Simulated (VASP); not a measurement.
Set up this calculation in VASP 6.6.1, as the native input.

| Quantity | Value |
| --- | --- |
| Task | single point |
| Functional | PBE |
| Potentials or basis | VASP PAW PBE potentials, release 64 (Pb_d, S) |
| Cutoff | 520 eV |
| k mesh | 8 × 8 × 8 |
| Occupations | fermi-dirac, width 0.06 eV |
| Spin | no spin polarisation |
| Dipole correction | no |
| Further INCAR settings | ALGO = Normal; EDIFF = 1e-07; NBANDS = 17 |

The structure of PbS lies in POSCAR:

```
PbS
1.0
    0.0000000000      3.0607105000      3.0607105000
    3.0607105000      0.0000000000      3.0607105000
    3.0607105000      3.0607105000      0.0000000000
Pb S
1 1
Direct
    0.0000000000      0.0000000000      0.0000000000
    0.5000000000      0.5000000000      0.5000000000
```

These files were run (other wordings do the same):

INCAR

```
SYSTEM = PbS
PREC     = Accurate       ! precision mode
ENCUT    = 520            ! plane-wave cutoff, eV
EDIFF    = 1E-7           ! SCF threshold, eV
ISMEAR   = -1             ! smearing method
SIGMA    = 0.06           ! smearing width, eV
LREAL    = .False.        ! projectors in reciprocal space
LASPH    = .True.         ! aspherical terms in the spheres
NELM     = 100            ! most SCF steps
ALGO     = Normal         ! electronic algorithm
ISIF     = 2              ! what is computed and relaxed
LWAVE    = .False.        ! write WAVECAR
LCHARG   = .False.        ! write CHGCAR
GGA      = PE             ! functional
NBANDS   = 17             ! bands
```

KPOINTS

```
Automatic mesh
0
Gamma
  8 8 8
  0 0 0
```

Potentials or basis: VASP PAW PBE potentials, release 64 (Pb_d, S).

Command:

```console
$ cat potpaw_PBE.64/Pb_d/POTCAR potpaw_PBE.64/S/POTCAR > POTCAR
$ mpirun -np 1 vasp_std > vasp.out
```

Results of the run:

```
Pressure               : -2.7 GPa
Band gap on the k mesh : 0.66 eV, direct
```

Caveat: spin-orbit coupling is left out, which moves the levels of the heavy elements.

Run time: 16 s on 1 thread of Intel(R) Xeon(R) Platinum 8488C (Sapphire Rapids), with other jobs on the host, peak memory 0.18 GiB.
